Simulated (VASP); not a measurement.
A run of VASP 6.6.1 is set up as follows.

File INCAR:

```
SYSTEM = Cu
PREC = Accurate
ENCUT = 520
EDIFF = 1E-8
ISMEAR = -1
SIGMA = 0.08
LREAL = .FALSE.
LASPH = .TRUE.
NELM = 80
ALGO = Normal
ISIF = 2
LWAVE = .FALSE.
LCHARG = .FALSE.
GGA = PE
LEFG = .TRUE.
NBANDS = 12
```

KPOINTS

```
Automatic mesh
0
G
  19 19 19
  0 0 0
```

Contents of POSCAR:

```
Cu
1.0
    0.0000000000      1.8075000000      1.8255750000
    1.8075000000      0.0000000000      1.8255750000
    1.8075000000      1.8075000000      0.0000000000
Cu
1
Direct
    0.0000000000      0.0000000000      0.0000000000
```

Potentials or basis: VASP PAW PBE potentials, release 64 (Cu).

Launch:

```bash
$ cat potpaw_PBE.64/Cu/POTCAR > POTCAR
$ mpirun -np 1 vasp_std > vasp.out
```

Question: Estimate the pressure.

Answer: 0.8 GPa.

Stress tensor (GPa, compression positive):
```
0.95 0.00 0.00
0.00 0.95 0.00
0.00 0.00 0.50
```

Caveat: the cell differs from its parent crystal (zz strain of +1 %); without QUAD_EFG the Cq values of the log hold for a quadrupole moment of 1 mb, not for the nuclei.
